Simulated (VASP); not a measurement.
**Fe: single point with PBE**

The system is Fe.

```xyz
2
Lattice="0.0000 2.4482 2.4482 2.4482 0.0000 2.4482 2.4482 2.4482 0.0000" Properties=species:S:1:pos:R:3 pbc="T T T"
Fe   -0.6120   -0.6120   -0.6120
Fe    0.6120    0.6120    0.6120
```

This isn't the form of Fe at room conditions, which is bcc.

```yaml
Program: VASP 6.6.1
Task: single point
Functional: PBE
Potentials_or_basis: VASP PAW PBE potentials, release 64 (Fe)
Cutoff: 520 eV
k_mesh: 14 × 14 × 14
Occupations: fermi-dirac, width 0.1 eV
Spin: collinear spin, ferromagnetic start
Starting_moments: "[2.5, 2.5] μB"
```

The pressure is -3.2 GPa. The band gap on the k mesh is zero (filled and empty bands overlap). The net moment is 0.00 μB per cell. The valence electrons inside the program's atomic spheres are Fe 7.45.

Levels at points of the mesh, in eV from the Fermi level:
Spin up:
| k point | band 4 | band 5 | band 6 | band 7 | band 8 | band 9 | band 10 | band 11 | band 12 | band 13 |
| --- | --- | --- | --- | --- | --- | --- | --- | --- | --- | --- |
| (0.00, 0.00, 0.00) | -2.41 | -2.41 | -2.41 | -0.39 | -0.39 | -0.39 | 1.20 | 1.20 | 14.13 | 14.13 |
| (0.50, 0.00, 0.00) | -2.55 | -2.42 | -2.42 | -1.07 | 0.16 | 0.16 | 0.95 | 0.95 | 2.42 | 10.60 |
| (0.50, 0.50, 0.00) | -2.34 | -1.38 | -1.38 | -0.72 | -0.72 | 1.15 | 1.15 | 2.69 | 2.69 | 5.38 |
Spin down:
```tsv
k point	band 6	band 7	band 8	band 9	band 10	band 11
(0.00, 0.00, 0.00)	-2.41	-0.39	-0.39	-0.39	1.20	1.20
(0.50, 0.00, 0.00)	-2.42	-1.07	0.16	0.16	0.95	0.95
(0.50, 0.50, 0.00)	-1.38	-0.72	-0.72	1.15	1.15	2.69
```

Wall time 3.6 min on 1 thread of Intel(R) Xeon(R) Platinum 8375C CPU @ 2.90GHz (Ice Lake), on a shared host, peak memory 0.23 GiB.

Caveat: the cell stands under tension; the moments typed at the start vanished in this run.
